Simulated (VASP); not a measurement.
The system is SrAlO4.

```
Sr Al O
1.0
     3.64668    0.00000    0.00000
     0.00000    3.64668    0.00000
     0.00000    0.00000    6.28512
Sr Al O
1 1 4
Direct
  0.50000 0.50000 0.00000
  0.00000 0.00000 0.50000
  0.50000 0.00000 0.50000
  0.00000 0.50000 0.50000
  0.50000 0.50000 0.50000
  0.00000 0.00000 0.00000
```

The cell was generated, and may not be a known phase.

| Property | Result |
| --- | --- |
| Program | VASP 6.6.1 |
| Task | relaxation of cell and atoms |
| Functional | PBE |
| Potentials or basis | VASP PAW PBE potentials, release 64 (Sr_sv, Al, O) |
| Cutoff | 600 eV |
| k mesh | 5 × 5 × 3 |
| Occupations | gaussian, width 0.2 eV |
| Spin | no spin polarisation |

At the start: pressure 2.4 GPa; volume 13.93 Å³/atom.

Q: How do energy, volume and symmetry change on relaxing?

A: Over 14 steps the energy falls by 298.6 meV/atom and the volume is 11.46 Å³/atom (-17.7 %); space group P4/mmm (No. 123, to 0.1 Å) before and after.

The path:
```tsv
step	energy change (eV)	largest force (eV/Å)	pressure (GPa)	volume (Å³)
1	0.0000	0.0000	2.43	83.58
2	-0.3539	0.0000	-7.77	85.97
3	-0.3820	0.0000	-10.09	86.60
4	-0.6878	0.0000	-10.64	83.61
5	-1.3677	0.0000	-9.98	77.14
6	-0.7514	0.0000	14.97	63.35
7	-1.6543	0.0000	-7.69	73.58
8	-1.7207	0.0000	-1.54	69.29
9	-1.7463	0.0000	-4.71	71.10
10	-1.7485	0.0000	-4.21	70.78
11	-1.7897	0.0000	-1.21	69.27
12	-1.7908	0.0000	-0.60	69.00
13	-1.7908	0.0000	-0.52	68.96
14	-1.7918	0.0000	-0.18	68.76
```

Final structure:
```
Sr Al O
1.0
     3.84373    0.00000    0.00000
     0.00000    3.84373    0.00000
     0.00000    0.00000    4.65415
Sr Al O
1 1 4
Direct
  0.50000 0.50000 0.00000
  0.00000 0.00000 0.50000
  0.50000 0.00000 0.50000
  0.00000 0.50000 0.50000
  0.50000 0.50000 0.50000
  0.00000 0.00000 0.00000
```

Caveat: the volume moved by over 15 % at a fixed basis, so the end points are rough; an odd number of electrons without spin polarisation forces a metal; a magnetic or distorted state may lie lower.
